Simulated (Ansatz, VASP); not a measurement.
**Zr in VASP and in Ansatz**

The input POSCAR:

```
Zr
1.0
    3.2320000000      0.0000000000      0.0000000000
   -1.6160000000      2.7989941050      0.0000000000
    0.0000000000      0.0000000000      5.1470000000
Zr
2
Direct
    0.6666666667      0.3333333333      0.7500000000
    0.3333333333      0.6666666667      0.2500000000
```

File INCAR.step1:

```
SYSTEM = Zr
PREC     = Accurate       ! precision mode
ENCUT    = 520            ! plane-wave cutoff, eV
ISMEAR   = -1             ! smearing method
SIGMA    = 0.05           ! smearing width, eV
LREAL    = .False.        ! projectors in reciprocal space
LASPH    = .True.         ! aspherical terms in the spheres
NELM     = 80             ! most SCF steps
NBANDS   = 19             ! bands
GGA      = PE             ! functional
ALGO     = Normal         ! electronic algorithm
EDIFF    = 1E-4           ! SCF threshold, eV
LWAVE    = .True.         ! write WAVECAR
LCHARG   = .False.        ! write CHGCAR
```

The input INCAR.step2:

```
SYSTEM = Zr
PREC     = Accurate       ! precision mode
ENCUT    = 520            ! plane-wave cutoff, eV
EDIFF    = 1E-7           ! SCF threshold, eV
ISMEAR   = -1             ! smearing method
SIGMA    = 0.05           ! smearing width, eV
LREAL    = .False.        ! projectors in reciprocal space
LASPH    = .True.         ! aspherical terms in the spheres
NELM     = 80             ! most SCF steps
ALGO     = Normal         ! electronic algorithm
ISIF     = 2              ! what is computed and relaxed
LWAVE    = .False.        ! write WAVECAR
LCHARG   = .False.        ! write CHGCAR
METAGGA  = R2SCAN         ! meta-GGA
LMIXTAU  = .True.       
NBANDS   = 19             ! bands
ISTART   = 1
```

The input KPOINTS:

```
regular mesh
0
Gamma
  9 9 5
  0 0 0
```

Contents of input.yaml:

```yaml
crystal:
  lattice:
    - [3.232, 0.0, 0.0]
    - [-1.616, 2.798994105, 0.0]
    - [0.0, 0.0, 5.147]
  atoms:
    - { symbol: Zr, position: [0.6666666667, 0.3333333333, 0.75] }
    - { symbol: Zr, position: [0.3333333333, 0.6666666667, 0.25] }
hamiltonian:
  xc: r2scan
  pseudopotentials: { kind: paw }
kpoints:
  mp_grid: { grid: [9, 9, 5] }
  band_path:
    path:
      - [[0.0, 0.0, 0.0], [0.5, 0.0, 0.0], [0.3333333333, 0.3333333333, 0.0], [0.0, 0.0, 0.0], [0.0, 0.0, 0.5], [0.5, 0.0, 0.5], [0.3333333333, 0.3333333333, 0.5], [0.0, 0.0, 0.5]]
      - [[0.5, 0.0, 0.5], [0.5, 0.0, 0.0]]
      - [[0.3333333333, 0.3333333333, 0.0], [0.3333333333, 0.3333333333, 0.5]]
    npoints: 14
scf:
  occupations: { method: fermi_dirac, width: 0.05 }
  n_extra_bands: 6
output:
  forces: true
  stress: true
  eigenvalues: true
  fatbands: true
```

Alike in both runs: functional r2SCAN; k mesh 9 × 9 × 5; occupations fermi-dirac, width 0.05 eV; no spin polarisation.

```csv
,VASP,Ansatz
version,VASP 6.6.1,Ansatz 0.2.0
potentials or method,"VASP PAW PBE potentials, release 64 (Zr_sv)",Ansatz PAW
plane-wave cutoff (eV),520,500
valence electrons in the cell,24,24
task,single point,band structure
```

```csv
,VASP,Ansatz,Ansatz less VASP
gap on the k mesh at the Fermi level (eV),none,none,-
pressure (GPa),0.9,0.9,0.00
"traceless stress, the component that is largest in VASP (GPa)",0.11,0.13,+0.019
```

VASP's potentials were made for PBE, not for r2SCAN. A gap of «none» marks a metal or a gap that the smearing closes. The functional is the same, so the differences come from potentials, cutoffs and numerics.
